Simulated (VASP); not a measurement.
# BiTe3O2 (P-4m2) in VASP: further runs

BiTe3O2 is run at these levels: PBE; tasks: single point, relaxation of cell and atoms.

Program: VASP 6.6.1. These are calculated values, not measurements. Logs are shortened: lines on timing, memory, paths and dates and some standing lists are left out, and cuts for length are marked.

### 1 The cell of the first run

It takes space group P-4m2 (No. 115, tetragonal). The conventional cell has a = 4.424 Å, b = 4.424 Å, c = 8.009 Å, α = 90.00°, β = 90.00°, γ = 90.00°. Within 4.0 Å of Bi (site symmetry -4m2) lie 4 O at 3.03 Å and 4 Te at 3.13 Å. Te (site symmetry 2mm) has 1 O at 1.90 Å within 2.5 Å. Within 4.0 Å of Te (site symmetry -4m2) lie 4 O at 3.03 Å and 4 Bi at 3.13 Å. O (site symmetry 2mm) has 1 Te at 1.90 Å within 2.5 Å.

The cell was built from a structure type or drawn by symmetry, and may not be a known phase.

### 2 Single point, PBE

INCAR

```
SYSTEM = BiTe3O2
  PREC = Accurate
  ENCUT = 600
  EDIFF = 1E-6
  ISMEAR = 0
  SIGMA = 0.1
  LREAL = .False.
  LASPH = .True.
  NELM = 120
  ALGO = Normal
  ISIF = 2
  LWAVE = .False.
  LCHARG = .True.
  GGA = PE
  LELF = .True.
  LVHAR = .True.
  NBANDS = 32
  GGA_COMPAT = .False.
```

KPOINTS

```
Automatic mesh
0
Gamma
  4 4 2
  0 0 0
```

POSCAR

```
BiTe3O2
1.0
    4.4243439436      0.0000000000      0.0000000000
    0.0000000000      4.4243439436      0.0000000000
    0.0000000000      0.0000000000      8.0085078981
Bi Te O
1 3 2
Direct
    0.0000000000      0.0000000000      0.0000000000
    0.0000000000      0.5000000000      0.5042392053
    0.5000000000      0.0000000000      0.4957607947
    0.5000000000      0.5000000000      0.0000000000
    0.0000000000      0.5000000000      0.7419013708
    0.5000000000      0.0000000000      0.2580986292
```

Potentials or basis: VASP PAW PBE potentials, release 64 (Bi_d, Te, O).

Run with:

```sh
$ cat potpaw_PBE.64/Bi_d/POTCAR potpaw_PBE.64/Te/POTCAR potpaw_PBE.64/O/POTCAR > POTCAR
$ mpirun -np 1 vasp_std > vasp.out
```

OUTCAR:

```text
SYSTEM = BiTe3O2
   PREC = Accurate
   ENCUT = 600
   EDIFF = 1E-6
   ISMEAR = 0
   LREAL = .False.
   LASPH = .True.
   NELM = 120
   ISIF = 2
   GGA = PE

 ion  position               nearest neighbor table
   1  0.000  0.000  0.000-   4 3.13   4 3.13   4 3.13   4 3.13
   2  0.000  0.500  0.504-   5 1.90   3 3.13   3 3.13   3 3.13   3 3.13
   3  0.500  0.000  0.496-   6 1.90   2 3.13   2 3.13   2 3.13   2 3.13
   4  0.500  0.500  0.000-   1 3.13   1 3.13   1 3.13   1 3.13
   5  0.000  0.500  0.742-   2 1.90
   6  0.500  0.000  0.258-   3 1.90

  LATTYP: Found a simple tetragonal cell.
 ALAT       =     4.4243439436
 C/A-ratio  =     1.8101006613

  Lattice vectors:

 A1 = (   4.4243439436,   0.0000000000,   0.0000000000)
 A2 = (   0.0000000000,   4.4243439436,   0.0000000000)
 A3 = (   0.0000000000,   0.0000000000,   8.0085078981)

Analysis of symmetry for initial positions (statically):
=====================================================================
 Subroutine PRICEL returns:
 Original cell was already a primitive cell.

 Routine SETGRP: Setting up the symmetry group for a
 simple tetragonal supercell.

 Subroutine GETGRP returns: Found  8 space group operations
 (whereof  8 operations were pure point group operations)
 out of a pool of 16 trial point group operations.

The static configuration has the point symmetry D_2d.

Analysis of symmetry for dynamics (positions and initial velocities):
=====================================================================
 Subroutine PRICEL returns:
 Original cell was already a primitive cell.

 Routine SETGRP: Setting up the symmetry group for a
 simple tetragonal supercell.

 Subroutine GETGRP returns: Found  8 space group operations
 (whereof  8 operations were pure point group operations)
 out of a pool of 16 trial point group operations.

The dynamic configuration has the point symmetry D_2d.

 Subroutine INISYM returns: Found  8 space group operations
 (whereof  8 operations are pure point group operations),
 and found     1 'primitive' translations

----------------------------------------------------------------------------------------

                                     Primitive cell

  volume of cell :     156.7651

  direct lattice vectors                    reciprocal lattice vectors
     4.424343944  0.000000000  0.000000000     0.226022211  0.000000000  0.000000000
     0.000000000  4.424343944  0.000000000     0.000000000  0.226022211  0.000000000
     0.000000000  0.000000000  8.008507898     0.000000000  0.000000000  0.124867205

  length of vectors
     4.424343944  4.424343944  8.008507898     0.226022211  0.226022211  0.124867205

  position of ions in fractional coordinates (direct lattice)
     0.000000000  0.000000000  0.000000000
     0.000000000  0.500000000  0.504239205
     0.500000000  0.000000000  0.495760795
     0.500000000  0.500000000  0.000000000
     0.000000000  0.500000000  0.741901371
     0.500000000  0.000000000  0.258098629

  ion indices of the primitive-cell ions
   primitive index   ion index
                 1           1
                 2           2
                 3           3
                 4           4
                 5           5
                 6           6

----------------------------------------------------------------------------------------

 KPOINTS: Automatic mesh

Automatic generation of k-mesh.
 Grid dimensions read from file:
 generate k-points for:    4    4    2

 Generating k-lattice:

  Cartesian coordinates                     Fractional coordinates (reciprocal lattice)
     0.056505553  0.000000000  0.000000000     0.250000000  0.000000000  0.000000000
     0.000000000  0.056505553  0.000000000     0.000000000  0.250000000  0.000000000
     0.000000000  0.000000000  0.062433603     0.000000000  0.000000000  0.500000000

  Length of vectors
     0.056505553  0.056505553  0.062433603

  Shift w.r.t. Gamma in fractional coordinates (k-lattice)
     0.000000000  0.000000000  0.000000000

 Subroutine IBZKPT returns following result:
[... 47 lines left out ...]

 E-fermi :   5.5938     XC(G=0):  -9.2073

 val. band max:        5.5305232702   @ k =   0.5000   0.2500   0.0000
 cond. band min:       5.6500322473   @ k =   0.5000   0.0000   0.0000
 fundamental gap:      0.1195089770
 Fermi energy:         5.5937567839

 k-point     1 :       0.0000    0.0000    0.0000
  band No.  band energies     occupation
      1     -18.0713      2.00000
      2     -18.0248      2.00000
      3     -18.0248      2.00000
      4     -17.9772      2.00000
      5     -17.9749      2.00000
      6     -13.2278      2.00000
[... 24 lines left out ...]
     31      10.3496      0.00000
     32      11.1833      0.00000

 k-point     2 :       0.2500    0.0000    0.0000
  band No.  band energies     occupation
      1     -18.0687      2.00000
      2     -18.0271      2.00000
      3     -18.0247      2.00000
      4     -17.9811      2.00000
      5     -17.9704      2.00000
      6     -13.1732      2.00000
[... 24 lines left out ...]
     31      11.4188      0.00000
     32      11.4706      0.00000

 k-point     3 :       0.5000    0.0000    0.0000
  band No.  band energies     occupation
      1     -18.0663      2.00000
      2     -18.0295      2.00000
      3     -18.0246      2.00000
      4     -17.9850      2.00000
      5     -17.9657      2.00000
      6     -13.0694      2.00000
[... 24 lines left out ...]
     31      11.8264      0.00000
     32      13.6166      0.00000

 k-point     4 :       0.2500    0.2500    0.0000
  band No.  band energies     occupation
      1     -18.0661      2.00000
      2     -18.0271      2.00000
      3     -18.0269      2.00000
      4     -17.9853      2.00000
      5     -17.9658      2.00000
      6     -13.1311      2.00000
[... 234 lines left out ...]
     31      11.7916      0.00000
     32      11.8259      0.00000

 k-point    11 :       0.5000    0.2500    0.5000
  band No.  band energies     occupation
      1     -18.0636      2.00000
      2     -18.0292      2.00000
      3     -18.0268      2.00000
      4     -17.9896      2.00000
      5     -17.9611      2.00000
      6     -13.0534      2.00000
[... 24 lines left out ...]
     31      11.6776      0.00000
     32      12.4200      0.00000

 k-point    12 :       0.5000    0.5000    0.5000
  band No.  band energies     occupation
      1     -18.0612      2.00000
      2     -18.0289      2.00000
      3     -18.0289      2.00000
      4     -17.9942      2.00000
      5     -17.9563      2.00000
      6     -13.0376      2.00000
[... 24 lines left out ...]
     31      11.4094      0.00000
     32      11.4831      0.00000

------------------------ aborting loop because EDIFF is reached ----------------------------------------

  FORCE on cell =-STRESS in cart. coord.  units (eV):
  Direction    XX          YY          ZZ          XY          YZ          ZX
  --------------------------------------------------------------------------------------
  -------------------------------------------------------------------------------------
  Total       -0.0943375     -0.0943375      0.0178202      0.0000000      0.0000000      0.0000000
  in kB       -0.9641523     -0.9641523      0.1821266      0.0000000      0.0000000      0.0000000
  external PRESSURE =      -0.5820593 kB  Pullay stress =       0.0000000 kB

 VOLUME and BASIS-vectors are now :
 -----------------------------------------------------------------------------
  energy-cutoff  :      600.00
  volume of cell :      156.77
      direct lattice vectors                 reciprocal lattice vectors
     4.424343944  0.000000000  0.000000000     0.226022211  0.000000000  0.000000000
     0.000000000  4.424343944  0.000000000     0.000000000  0.226022211  0.000000000
     0.000000000  0.000000000  8.008507898     0.000000000  0.000000000  0.124867205

 POSITION                                       TOTAL-FORCE (eV/Angst)
 -----------------------------------------------------------------------------------
      0.00000      0.00000      0.00000        -0.000000      0.000000      0.000000
      0.00000      2.21217      4.03820         0.000000      0.000000     -0.052075
      2.21217      0.00000      3.97030         0.000000      0.000000      0.052075
      2.21217      2.21217      0.00000         0.000000     -0.000000      0.000000
      0.00000      2.21217      5.94152         0.000000      0.000000      0.063624
      2.21217      0.00000      2.06698         0.000000      0.000000     -0.063624
 -----------------------------------------------------------------------------------
    total drift:                                0.000000      0.000000     -0.000000

  FREE ENERGIE OF THE ION-ELECTRON SYSTEM (eV)
  ---------------------------------------------------
  free  energy   TOTEN  =       -24.1709474655 eV

  energy  without entropy=      -24.1517892445  energy(sigma->0) =      -24.16136835
```

Wall time 2.9 min (1 thread of Intel Xeon 8259CL, shared host); peak memory 0.31 GiB.

What came out:

```yaml
Free_energy: -24.1709 eV
Pressure: -0.1 GPa
Largest_force: 0.064 eV/Å
Band_gap_on_the_k_mesh: zero (an odd number of electrons rules out a gap without spin polarisation)
```

Forces on the atoms (eV/Å):
```
Bi   0.000  0.000  0.000
Te   0.000  0.000 -0.052
Te   0.000  0.000  0.052
Te   0.000  0.000  0.000
O    0.000  0.000  0.064
O    0.000  0.000 -0.064
```

Stress tensor (GPa, compression positive):
```
-0.10  0.00  0.00
 0.00 -0.10  0.00
 0.00  0.00  0.02
```

Levels at points of the mesh, in eV from the Fermi level:
```
           k point  band 19  band 20  band 21  band 22  band 23  band 24  band 25  band 26
(0.00, 0.00, 0.00)    -3.14    -2.58    -1.19    -1.19     1.02     2.08     2.08     2.14
(0.50, 0.00, 0.00)    -1.90    -1.51    -1.25    -0.70    -0.60    -0.13     0.06     0.41
(0.50, 0.50, 0.00)    -3.46    -1.92    -1.79    -0.11     0.69     1.90     1.90     3.64
(0.00, 0.00, 0.50)    -2.14    -1.71    -1.71    -1.57     0.94     1.22     2.18     2.18
(0.50, 0.00, 0.50)    -1.44    -1.44    -1.39    -0.84    -0.62    -0.42     0.09     0.18
(0.50, 0.50, 0.50)    -2.97    -2.71    -2.67     0.17     0.93     2.58     2.58     3.38
```

Caveat: the k points lie up to 0.39 Å⁻¹ apart, too coarse for converged energies and pressures of a metal; spin-orbit coupling is left out, which moves the levels of the heavy elements; an odd number of electrons without spin polarisation forces a metal; a magnetic or distorted state may lie lower.

### 3 Single point, PBE

This run uses another cell than the first one, of 25.62 Å³/atom.

INCAR

```
ALGO = Normal
EDIFF = 1E-6
ENCUT = 600
GGA = PE
GGA_COMPAT = False
ISIF = 2
ISMEAR = 0
LASPH = True
LCHARG = False
LREAL = False
LWAVE = False
NBANDS = 32
NELM = 120
PREC = Accurate
SIGMA = 0.1
```

KPOINTS

```
k-points
0
Gamma
  8 8 6
```

POSCAR

```
BiTe3O2
1.0
    4.4277375000      0.0000000000      0.0000000000
    0.0000000000      4.4277375000      0.0000000000
    0.0000000000      0.0000000000      7.8403942719
Bi Te O
1 3 2
Direct
    0.0000000000      0.0000000000      0.0000000000
    0.0000000000      0.5000000000      0.5024602750
    0.5000000000      0.0000000000      0.4975397250
    0.5000000000      0.5000000000      0.0000000000
    0.0000000000      0.5000000000      0.7470662820
    0.5000000000      0.0000000000      0.2529337180
```

Potentials or basis: VASP PAW PBE potentials, release 64 (Bi_d, Te, O).

Run with:

```sh
$ cat potpaw_PBE.64/Bi_d/POTCAR potpaw_PBE.64/Te/POTCAR potpaw_PBE.64/O/POTCAR > POTCAR
$ mpirun -np 1 vasp_std > vasp.out
```

It took 9.8 min on 1 thread of Intel Xeon 8259CL, shared host; peak memory 0.5 GiB.

It converged, with:

```
Free energy            : -24.2058 eV
Pressure               : 0.0 GPa
Largest force          : 0.070 eV/Å
Band gap on the k mesh : zero (an odd number of electrons rules out a gap without spin polarisation)
```

Forces on the atoms (eV/Å):
```
Bi   0.000  0.000  0.000
Te   0.000  0.000 -0.070
Te   0.000  0.000  0.070
Te   0.000  0.000  0.000
O    0.000  0.000  0.069
O    0.000  0.000 -0.069
```

Stress tensor (GPa, compression positive):
```
-0.11  0.00  0.00
 0.00 -0.11  0.00
 0.00  0.00  0.11
```

Levels at points of the mesh, in eV from the Fermi level:
| k point | band 19 | band 20 | band 21 | band 22 | band 23 | band 24 | band 25 | band 26 |
| --- | --- | --- | --- | --- | --- | --- | --- | --- |
| (0.00, 0.00, 0.00) | -3.17 | -2.64 | -1.12 | -1.12 | 0.90 | 2.18 | 2.18 | 2.19 |
| (0.50, 0.00, 0.00) | -1.90 | -1.53 | -1.23 | -0.72 | -0.55 | -0.10 | 0.06 | 0.45 |
| (0.50, 0.50, 0.00) | -3.33 | -1.89 | -1.77 | -0.03 | 0.76 | 1.85 | 1.85 | 3.75 |
| (0.00, 0.00, 0.50) | -2.05 | -1.72 | -1.72 | -1.59 | 0.81 | 1.31 | 2.29 | 2.29 |
| (0.50, 0.00, 0.50) | -1.40 | -1.40 | -1.40 | -0.87 | -0.62 | -0.34 | 0.08 | 0.24 |
| (0.50, 0.50, 0.50) | -2.92 | -2.80 | -2.73 | 0.23 | 1.01 | 2.62 | 2.62 | 3.46 |

Caveat: spin-orbit coupling is left out, which moves the levels of the heavy elements; an odd number of electrons without spin polarisation forces a metal; a magnetic or distorted state may lie lower.

### 4 Relaxation of cell and atoms, PBE

INCAR

```
SYSTEM = BiTe3O2
ALGO     = Normal         ! electronic algorithm
EDIFF    = 1E-7           ! SCF threshold, eV
EDIFFG   = -0.01          ! ionic threshold
ENCUT    = 600            ! plane-wave cutoff, eV
GGA      = PE             ! functional
GGA_COMPAT= .FALSE.      
IBRION   = 2              ! ionic algorithm
ISIF     = 3              ! what is computed and relaxed
ISMEAR   = 0              ! smearing method
LASPH    = .TRUE.         ! aspherical terms in the spheres
LCHARG   = .FALSE.        ! write CHGCAR
LREAL    = .FALSE.        ! projectors in reciprocal space
LWAVE    = .FALSE.        ! write WAVECAR
NELM     = 120            ! most SCF steps
NELMIN   = 4            
NSW      = 100            ! ionic steps
PREC     = Accurate       ! precision mode
SIGMA    = 0.1            ! smearing width, eV
```

KPOINTS

```
k-points
0
G
  8 8 6
  0 0 0
```

POSCAR

```
BiTe3O2
1.0
    4.4243439436      0.0000000000      0.0000000000
    0.0000000000      4.4243439436      0.0000000000
    0.0000000000      0.0000000000      8.0085078981
Bi Te O
1 3 2
Direct
    0.0000000000      0.0000000000      0.0000000000
    0.0000000000      0.5000000000      0.5042392053
    0.5000000000      0.0000000000      0.4957607947
    0.5000000000      0.5000000000      0.0000000000
    0.0000000000      0.5000000000      0.7419013708
    0.5000000000      0.0000000000      0.2580986292
```

Run with:

```sh
$ cat potpaw_PBE.64/Bi_d/POTCAR potpaw_PBE.64/Te/POTCAR potpaw_PBE.64/O/POTCAR > POTCAR
$ mpirun -np 1 vasp_std > vasp.out
```

It took 60 min on 1 thread of Intel Xeon 8259CL, shared host; peak memory 0.51 GiB.

Results (log left out):

```
Free energy                           : -24.2086 eV
Relaxed volume                        : 25.47 Å³/atom
Relaxed cell                          : a = 4.427 Å, b = 4.427 Å, c = 7.797 Å, α = 90.00°, β = 90.00°, γ = 90.00°
Space group after relaxing (to 0.1 Å) : P-4m2 (No. 115)
Energy gained by relaxing             : 2.6 meV/atom
Ionic steps                           : 13
Pressure after relaxing               : -0.1 GPa
Band gap on the k mesh                : zero (an odd number of electrons rules out a gap without spin polarisation)
```

Forces in eV/Å, atoms in the order of the input:
```
Bi   0.000  0.000  0.000
Te   0.000  0.000 -0.003
Te   0.000  0.000  0.003
Te   0.000  0.000  0.000
O    0.000  0.000  0.000
O    0.000  0.000  0.000
```

Step by step:
```
step  energy change (eV)  largest force (eV/Å)  pressure (GPa)  volume (Å³)
   1              0.0000                0.3223           -0.04       156.77
   2              0.0034                0.3723           -0.81       156.62
   3             -0.0033                0.0699           -0.37       156.71
   4             -0.0066                0.0684           -0.07       155.47
   5             -0.0079                0.0661            0.24       154.21
   6             -0.0107                0.0483            0.18       153.94
   7             -0.0150                0.0371            0.03       153.12
   8             -0.0150                0.0371            0.01       152.99
   9             -0.0152                0.0306           -0.05       153.01
  10             -0.0152                0.0455           -0.10       153.04
  11             -0.0152                0.0413           -0.10       153.01
  12             -0.0154                0.0277           -0.08       152.95
  13             -0.0155                0.0030           -0.06       152.82
```

Final structure:
```
Bi Te O
1.0
     4.42713    0.00000    0.00000
     0.00000    4.42713    0.00000
     0.00000    0.00000    7.79732
Bi Te O
1 3 2
Direct
  0.00000 0.00000 0.00000
  0.00000 0.50000 0.50132
  0.50000 0.00000 0.49868
  0.50000 0.50000 0.00000
  0.00000 0.50000 0.74787
  0.50000 0.00000 0.25213
```

Levels at points of the mesh, in eV from the Fermi level:
```tsv
k point	band 20	band 21	band 22	band 23	band 24	band 25
(0.00, 0.00, 0.00)	-2.64	-1.10	-1.10	0.89	2.16	2.16
(0.50, 0.00, 0.00)	-1.53	-1.24	-0.71	-0.55	-0.09	0.07
(0.50, 0.50, 0.00)	-1.89	-1.77	-0.01	0.78	1.82	1.82
(0.00, 0.00, 0.50)	-1.73	-1.73	-1.59	0.79	1.32	2.28
(0.50, 0.00, 0.50)	-1.42	-1.42	-0.87	-0.62	-0.32	0.09
(0.50, 0.50, 0.50)	-2.82	-2.75	0.25	1.03	2.60	2.60
```

Caveat: spin-orbit coupling is left out, which moves the levels of the heavy elements; an odd number of electrons without spin polarisation forces a metal; a magnetic or distorted state may lie lower.

### 5 Overview

| task | cell | k mesh | gap on the mesh (eV) | pressure (GPa) | largest force (eV/Å) |
| --- | --- | --- | --- | --- | --- |
| single point | a = 4.424, b = 4.424, c = 8.009 Å, 6 atoms, atomic positions A | 4 × 4 × 2 | none | -0.1 | 0.06 |
| single point | a = 4.428, b = 4.428, c = 7.840 Å, 6 atoms, atomic positions B | 8 × 8 × 6 | none | 0.0 | 0.07 |
| relaxation of cell and atoms | relaxed from a = 4.424, b = 4.424, c = 8.009 Å, 6 atoms, atomic positions A | 8 × 8 × 6 | none | -0.1 | - |

Alike in all rows: level PBE; potentials or basis VASP PAW PBE potentials, release 64 (Bi_d, Te, O); no spin polarisation; cutoff (eV) 600; smearing gaussian 0.1 eV.

Caveats: some runs use coarse meshes; spin-orbit coupling is left out, which moves the levels of the heavy elements; an odd number of electrons without spin polarisation forces a metal; a magnetic or distorted state may lie lower.

Absolute energies hang on the potentials; compare differences alone.
